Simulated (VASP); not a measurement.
Set up this calculation in VASP 6.6.1, as the native input.

| Quantity | Value |
| --- | --- |
| Task | single point |
| Functional | r2SCAN |
| Potentials or basis | VASP PAW PBE potentials, release 64 (Mg, I) |
| Cutoff | 520 eV |
| k mesh | 6 × 6 × 6 |
| Occupations | gaussian, width 0.01 eV |
| Spin | no spin polarisation |
| Dipole correction | no |
| Further INCAR settings | ALGO = Normal; EDIFF = 1e-06; NBANDS = 15 |

The system is MgI2.

```xyz
3
Lattice="0.0545 3.7557 3.7557 3.7557 0.0545 3.7557 3.8102 3.8102 0.0000" Properties=species:S:1:pos:R:3 pbc="T T T"
Mg    0.0000    0.0000    0.0000
I     1.9051    1.9051    1.8869
I     5.7153    5.7153    5.6245
```

This cell differs from its parent crystal: shear xy strain +2.9%.

One way to write it, as run:

POSCAR

```
MgI2
1.0
    0.0544579485      3.7557205847      3.7557205847
    3.7557205847      0.0544579485      3.7557205847
    3.8101785332      3.8101785332      0.0000000000
Mg I
1 2
Direct
    0.0000000000      0.0000000000      0.0000000000
    0.2512032234      0.2512032234      0.2487967766
    0.7487967766      0.7487967766      0.7512032234
```

INCAR.step1

```
SYSTEM = MgI2
  PREC = Accurate
  ENCUT = 520
  ISMEAR = 0
  SIGMA = 0.01
  LREAL = .FALSE.
  LASPH = .TRUE.
  NELM = 100
  NBANDS = 15
  GGA = PE
  ALGO = Normal
  EDIFF = 1E-4
  LWAVE = .TRUE.
  LCHARG = .FALSE.
```

INCAR.step2

```
SYSTEM = MgI2
  PREC = Accurate
  ENCUT = 520
  EDIFF = 1E-6
  ISMEAR = 0
  SIGMA = 0.01
  LREAL = .FALSE.
  LASPH = .TRUE.
  NELM = 100
  ALGO = Normal
  ISIF = 2
  LWAVE = .FALSE.
  LCHARG = .TRUE.
  METAGGA = R2SCAN
  LMIXTAU = .TRUE.
  LELF = .TRUE.
  LVHAR = .TRUE.
  NBANDS = 15
  ISTART = 1
```

KPOINTS

```
regular mesh
0
G
  6 6 6
  0 0 0
```

Potentials or basis: VASP PAW PBE potentials, release 64 (Mg, I).

Launch:

```sh
$ cat potpaw_PBE.64/Mg/POTCAR potpaw_PBE.64/I/POTCAR > POTCAR
$ cp INCAR.step1 INCAR
$ mpirun -np 1 vasp_std > vasp.out
$ cp INCAR.step2 INCAR
$ mpirun -np 1 vasp_std > vasp.out
```

It gave:

The pressure is -0.1 GPa. The largest force is 0.007 eV/Å and the band gap on the k mesh is 1.31 eV (least direct gap 1.51 eV).

Caveat: the cell differs from its parent crystal (shear xy strain +2.9%); the PAW data sets were made with another functional, which shifts forces and pressure a little; spin-orbit coupling is left out, which moves the levels of the heavy elements.

Run time: 4.3 min on 1 thread of Intel(R) Xeon(R) Platinum 8259CL CPU @ 2.50GHz (Skylake/Cascade Lake), with other jobs on the host, peak memory 0.29 GiB.
